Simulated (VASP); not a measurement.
# La (Im-3m) in VASP: a series of runs

The runs below take La through single point, with PBE.

Everything below comes from runs of VASP 6.6.1. Logs are shortened: lines on timing, memory, paths and dates and some standing lists are left out, and cuts for length are marked.

### 1 The cell of the first run

It takes space group Im-3m (No. 229, cubic). The conventional cell has a = 3.745 Å, b = 3.745 Å, c = 3.745 Å, α = 90.00°, β = 90.00°, γ = 90.00°. Within 4.3 Å of La (site symmetry m-3m) lie 14 La at 3.24 to 3.74 Å.

### 2 Single point, PBE

File INCAR:

```
  PREC = Accurate
  ENCUT = 520
  EDIFF = 1E-7
  ISMEAR = -1
  SIGMA = 0.1
  LREAL = F
  LASPH = T
  NELM = 100
  ALGO = Normal
  ISIF = 2
  LWAVE = F
  LCHARG = T
  GGA = PE
  LELF = T
  LVHAR = T
  NBANDS = 12
```

File KPOINTS:

```
Automatic mesh
0
Gamma
  15 15 15
```

File POSCAR:

```
La
1.0
   -1.8724974858      1.8724974858      1.8724974858
    1.8724974858     -1.8724974858      1.8724974858
    1.8724974858      1.8724974858     -1.8724974858
La
1
Direct
    0.0000000000      0.0000000000      0.0000000000
```

Potentials or basis: VASP PAW PBE potentials, release 64 (La).

Command:

```sh
> cat potpaw_PBE.64/La/POTCAR > POTCAR
> mpirun -np 1 vasp_std > vasp.out
```

OUTCAR:

```text
PREC = Accurate
   ENCUT = 520
   EDIFF = 1E-7
   ISMEAR = -1
   LREAL = F
   LASPH = T
   NELM = 100
   ISIF = 2
   GGA = PE

 ion  position               nearest neighbor table
   1  0.000  0.000  0.000-

  LATTYP: Found a body centered cubic cell.
 ALAT       =     3.7449949716

  Lattice vectors:

 A1 = (  -1.8724974858,   1.8724974858,   1.8724974858)
 A2 = (   1.8724974858,  -1.8724974858,   1.8724974858)
 A3 = (   1.8724974858,   1.8724974858,  -1.8724974858)

Analysis of symmetry for initial positions (statically):
=====================================================================
 Subroutine PRICEL returns:
 Original cell was already a primitive cell.

 Routine SETGRP: Setting up the symmetry group for a
 body centered cubic supercell.

 Subroutine GETGRP returns: Found 48 space group operations
 (whereof 48 operations were pure point group operations)
 out of a pool of 48 trial point group operations.

The static configuration has the point symmetry O_h .

Analysis of symmetry for dynamics (positions and initial velocities):
=====================================================================
 Subroutine PRICEL returns:
 Original cell was already a primitive cell.

 Routine SETGRP: Setting up the symmetry group for a
 body centered cubic supercell.

 Subroutine GETGRP returns: Found 48 space group operations
 (whereof 48 operations were pure point group operations)
 out of a pool of 48 trial point group operations.

The dynamic configuration has the point symmetry O_h .

 Subroutine INISYM returns: Found 48 space group operations
 (whereof 48 operations are pure point group operations),
 and found     1 'primitive' translations

----------------------------------------------------------------------------------------

                                     Primitive cell

  volume of cell :      26.2618

  direct lattice vectors                    reciprocal lattice vectors
    -1.872497486  1.872497486  1.872497486     0.000000000  0.267023055  0.267023055
     1.872497486 -1.872497486  1.872497486     0.267023055  0.000000000  0.267023055
     1.872497486  1.872497486 -1.872497486     0.267023055  0.267023055  0.000000000

  length of vectors
     3.243260782  3.243260782  3.243260782     0.377627626  0.377627626  0.377627626

  position of ions in fractional coordinates (direct lattice)
     0.000000000  0.000000000  0.000000000

  ion indices of the primitive-cell ions
   primitive index   ion index
                 1           1

----------------------------------------------------------------------------------------

 KPOINTS: Automatic mesh

Automatic generation of k-mesh.
 Grid dimensions read from file:
 generate k-points for:   15   15   15

 Generating k-lattice:

  Cartesian coordinates                     Fractional coordinates (reciprocal lattice)
     0.000000000  0.017801537  0.017801537     0.066666667  0.000000000  0.000000000
     0.017801537  0.000000000  0.017801537     0.000000000  0.066666667  0.000000000
     0.017801537  0.017801537  0.000000000     0.000000000  0.000000000  0.066666667

  Length of vectors
     0.025175175  0.025175175  0.025175175

  Shift w.r.t. Gamma in fractional coordinates (k-lattice)
     0.000000000  0.000000000  0.000000000

 Subroutine IBZKPT returns following result:
 ===========================================

 Found    120 irreducible k-points:

 Following reciprocal coordinates:
            Coordinates               Weight
  0.000000  0.000000  0.000000      1.000000
  0.066667  0.000000  0.000000     12.000000
  0.133333  0.000000  0.000000     12.000000
  0.200000  0.000000  0.000000     12.000000
  0.266667  0.000000  0.000000     12.000000
  0.333333  0.000000  0.000000     12.000000
[... 16 lines left out ...]
  0.333333  0.200000 -0.000000     48.000000
  0.400000  0.200000  0.000000     24.000000
 [... further k-points ...]
   k-points           NKPTS =    120   k-points in BZ     NKDIM =    120   number of bands    NBANDS=     12
   number of dos      NEDOS =    301   number of ions     NIONS =      1
   total plane-waves  NPLWV =  13824
   dimension x,y,z NGX =    24 NGY =   24 NGZ =   24
   dimension x,y,z NGXF=    48 NGYF=   48 NGZF=   48
   ions per type =               1
   NGX,Y,Z   is equivalent  to a cutoff of  12.30, 12.30, 12.30 a.u.
   NGXF,Y,Z  is equivalent  to a cutoff of  24.60, 24.60, 24.60 a.u.
 SYSTEM =  unknown system
   PREC   = accura    normal or accurate (medium, high low for compatibility)
   ISTART =      0    job   : 0-new  1-cont  2-samecut
   ICHARG =      2    charge: 1-file 2-atom 10-const
   ISPIN  =      1    spin polarized calculation?
   LNONCOLLINEAR =      F non collinear calculations
   LSORBIT =      F    spin-orbit coupling
   LASPH  =      T    aspherical Exc in radial PAW
   ENCUT  =  520.0 eV  38.22 Ry    6.18 a.u.   6.03  6.03  6.03*2*pi/ulx,y,z
   NELM   =    100;   NELMIN=  2; NELMDL= -5     # of ELM steps
   EDIFF  = 0.1E-06   stopping-criterion for ELM
   LREAL  =      F    real-space projection
   EDIFFG = 0.1E-05   stopping-criterion for IOM
   NSW    =      0    number of steps for IOM
   IBRION =     -1    ionic relax: 0-MD 1-quasi-New 2-CG
   NFREE  =      0    steps in history (QN), initial steepest desc. (CG)
   ISIF   =      2    stress and relaxation
   ISYM   =      2    0-nonsym 1-usesym 2-fastsym
   POTIM  = 0.5000    time-step for ionic-motion
   TEBEG  =    0.0;   TEEND  =   0.0 temperature during run
   PSTRESS=    0.0 pullay stress
   NELECT =      11.0000    total number of electrons
   NUPDOWN=      -1.0000    fix difference up-down
   EMIN   =  10.00;   EMAX   =-10.00  energy-range for DOS
   EFERMI =   0.00;   METHOD = LEGACY
   ISMEAR =    -1;   SIGMA  =   0.10  broadening in eV -4-tet -1-fermi 0-gaus
   EFERMI_NEDOS =   21; number of points for ismear=-14 and -15
   IALGO  =     38    algorithm
   IMIX   =      4    mixing-type and parameters
     AMIX     =   0.40;   BMIX     =  1.00
     AMIX_MAG =   1.60;   BMIX_MAG =  1.00
  volume/ion in A,a.u.               =      26.26       177.22
  Fermi-wavevector in a.u.,A,eV,Ry     =   1.224892  2.314710 20.413645  1.500361
  Thomas-Fermi vector in A             =   2.359950
   LORBIT       =      0    0 simple, 1 ext, 2 COOP (PROOUT), +10 PAW based schemes
   GGA     = PE    functional components
   LHFCALC =     F    Hartree Fock is set to
   AEXX    =    0.0000 exact exchange contribution
   IVDW    =     0    specifies the selected vdW correction
   LEPSILON=     F    determine dielectric tensor
   LRPA    =     F    only Hartree local field effects (RPA)
 non-spin polarized calculation
  energy-cutoff  :      520.00
  volume of cell :       26.26
 maximum number of plane-waves:       719
   NGX = 13   NGY = 13   NGZ = 13

 number of electron      11.0000002 magnetization

 Free energy of the ion-electron system (eV)
  ---------------------------------------------------
  ext. energy  EPLUGINS =         0.00000000
  ---------------------------------------------------
  free energy    TOTEN  =        -4.35900040 eV

  energy without entropy =       -4.29003083  energy(sigma->0) =       -4.32451561

 E-fermi :  11.6325     XC(G=0): -11.0664

 val. band max:       11.6244619855   @ k =   0.2000   0.0667   0.0667
 cond. band min:      11.6369111884   @ k =  -0.4000  -0.4667   0.1333
 fundamental gap:      0.0124492029
 Fermi energy:        11.6324570182

 k-point     1 :       0.0000    0.0000    0.0000
  band No.  band energies     occupation
      1     -21.0490      2.00000
      2      -2.8422      2.00000
      3      -2.8422      2.00000
      4      -2.8422      2.00000
      5       9.3405      2.00000
      6      13.4925      0.00000
      7      13.4925      0.00000
      8      13.4925      0.00000
      9      13.5045      0.00000
     10      13.5045      0.00000
     11      13.5045      0.00000
     12      15.0114      0.00000

 k-point     2 :       0.0667    0.0000    0.0000
  band No.  band energies     occupation
      1     -21.0199      2.00000
      2      -3.0267      2.00000
      3      -2.8937      2.00000
      4      -2.8461      2.00000
      5       9.5717      2.00000
      6      13.0420      0.00000
      7      13.0501      0.00000
      8      13.4902      0.00000
      9      13.5924      0.00000
     10      13.8739      0.00000
     11      13.8853      0.00000
     12      14.9755      0.00000

 k-point     3 :       0.1333    0.0000    0.0000
  band No.  band energies     occupation
      1     -20.9362      2.00000
      2      -3.5199      2.00000
      3      -3.0359      2.00000
      4      -2.8575      2.00000
      5      10.1245      2.00000
      6      12.5750      0.00016
      7      12.6065      0.00012
      8      13.4595      0.00000
      9      13.8176      0.00000
     10      14.1509      0.00000
     11      14.1919      0.00000
     12      14.9030      0.00000
[... 286 lines left out ...]
 k-point    23 :       0.3333    0.2000   -0.0000
  band No.  band energies     occupation
      1     -20.2729      2.00000
      2      -5.8483      2.00000
      3      -4.4411      2.00000
      4      -3.2505      2.00000
      5      10.4144      1.99999
      6      11.6897      0.72129
      7      13.4697      0.00000
      8      13.8277      0.00000
      9      14.2464      0.00000
     10      14.7325      0.00000
     11      14.8009      0.00000
     12      14.9428      0.00000

 k-point    24 :       0.4000    0.2000    0.0000
  band No.  band energies     occupation
      1     -20.2438      2.00000
      2      -5.9094      2.00000
      3      -4.5266      2.00000
      4      -3.2604      2.00000
      5      10.3511      1.99999
      6      11.7208      0.58482
      7      13.5839      0.00000
      8      13.7334      0.00000
      9      14.3038      0.00000
     10      14.7869      0.00000
     11      14.8475      0.00000
     12      14.8565      0.00000

 [... further k-points ...]
[... 5 lines left out ...]
  --------------------------------------------------------------------------------------
  -------------------------------------------------------------------------------------
  Total        2.4717834      2.4717834      2.4717834     -0.0000000      0.0000000     -0.0000000
  in kB      150.7985844    150.7985844    150.7985844     -0.0000000      0.0000000     -0.0000000
  external PRESSURE =     150.7985844 kB  Pullay stress =       0.0000000 kB

 VOLUME and BASIS-vectors are now :
 -----------------------------------------------------------------------------
  energy-cutoff  :      520.00
  volume of cell :       26.26
      direct lattice vectors                 reciprocal lattice vectors
    -1.872497486  1.872497486  1.872497486     0.000000000  0.267023055  0.267023055
     1.872497486 -1.872497486  1.872497486     0.267023055  0.000000000  0.267023055
     1.872497486  1.872497486 -1.872497486     0.267023055  0.267023055  0.000000000

 POSITION                                       TOTAL-FORCE (eV/Angst)
 -----------------------------------------------------------------------------------
      0.00000      0.00000      0.00000         0.000000      0.000000      0.000000
 -----------------------------------------------------------------------------------
    total drift:                                0.000000      0.000000      0.000000

  FREE ENERGIE OF THE ION-ELECTRON SYSTEM (eV)
  ---------------------------------------------------
  free  energy   TOTEN  =        -4.3590003957 eV

  energy  without entropy=       -4.2900308288  energy(sigma->0) =       -4.32451561
```

Wall time 29 s (1 thread of Intel Xeon 6975P-C, shared host); peak memory 0.18 GiB.

Results:

* Free energy: -4.3590 eV
* Pressure: 15.1 GPa

Caveat: spin-orbit coupling is left out, which moves the levels of the heavy elements.

### 3 Single point, PBE

File INCAR:

```
SYSTEM = La
  PREC = Accurate
  ENCUT = 520
  EDIFF = 1E-6
  ISMEAR = -1
  SIGMA = 0.1
  LREAL = .False.
  LASPH = .True.
  NELM = 60
  ALGO = Normal
  ISIF = 2
  LWAVE = .False.
  LCHARG = .False.
  GGA = PE
  NBANDS = 12
```

File KPOINTS:

```
Automatic mesh
0
Gamma
  15 15 15
  0 0 0
```

File POSCAR:

```
La
1.0
   -1.8732894812      1.8732894812      1.8732894812
    1.8732894812     -1.8732894812      1.8732894812
    1.8732894812      1.8732894812     -1.8732894812
La
1
Direct
    0.0000000000      0.0000000000      0.0000000000
```

Potentials or basis: VASP PAW PBE potentials, release 64 (La).

Command:

```sh
> cat potpaw_PBE.64/La/POTCAR > POTCAR
> mpirun -np 1 vasp_std > vasp.out
```

Run time: 26 s. Hardware: 1 thread of Intel Xeon 6975P-C, shared host; peak memory 0.18 GiB.

Results (log left out):

```yaml
Free_energy: -4.3621 eV
Pressure: 15.0 GPa
```

Levels at points of the mesh, in eV from the Fermi level:
| k point | band 2 | band 3 | band 4 | band 5 | band 6 | band 7 | band 8 | band 9 | band 10 | band 11 |
| --- | --- | --- | --- | --- | --- | --- | --- | --- | --- | --- |
| (0.00, 0.00, 0.00) | -14.48 | -14.48 | -14.48 | -2.30 | 1.86 | 1.86 | 1.86 | 1.87 | 1.87 | 1.87 |

Caveat: spin-orbit coupling is left out, which moves the levels of the heavy elements.
